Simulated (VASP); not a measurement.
Here is a VASP 6.6.1 calculation.

File INCAR:

```
SYSTEM = KBr
ALGO     = Normal         ! electronic algorithm
EDIFF    = 1E-6           ! SCF threshold, eV
ENCUT    = 520            ! plane-wave cutoff, eV
GGA      = PE             ! functional
ISIF     = 2              ! what is computed and relaxed
ISMEAR   = 0              ! smearing method
LASPH    = .True.         ! aspherical terms in the spheres
LCHARG   = .True.         ! write CHGCAR
LELF     = .True.         ! ELF
LREAL    = .False.        ! projectors in reciprocal space
LVHAR    = .True.       
LWAVE    = .False.        ! write WAVECAR
NBANDS   = 15             ! bands
NELM     = 80             ! most SCF steps
PREC     = Accurate       ! precision mode
SIGMA    = 0.02           ! smearing width, eV
```

KPOINTS

```
k-points
0
Gamma
  6 6 6
  0 0 0
```

File POSCAR:

```
KBr
1.0
    0.0000000000      3.4161599372      3.4161599372
    3.4161599372      0.0000000000      3.4161599372
    3.4161599372      3.4161599372      0.0000000000
K Br
1 1
Direct
    0.0000000000      0.0000000000      0.0000000000
    0.5000000000      0.5000000000      0.5000000000
```

Potentials or basis: VASP PAW PBE potentials, release 64 (K_sv, Br).

The run is started by

```sh
$ cat potpaw_PBE.64/K_sv/POTCAR potpaw_PBE.64/Br/POTCAR > POTCAR
$ mpirun -np 1 vasp_std > vasp.out
```

Task: Predict the pressure.

Result: -0.6 GPa.

Task: What does it give for the band gap on the k mesh?

Result: 4.17 eV, direct.
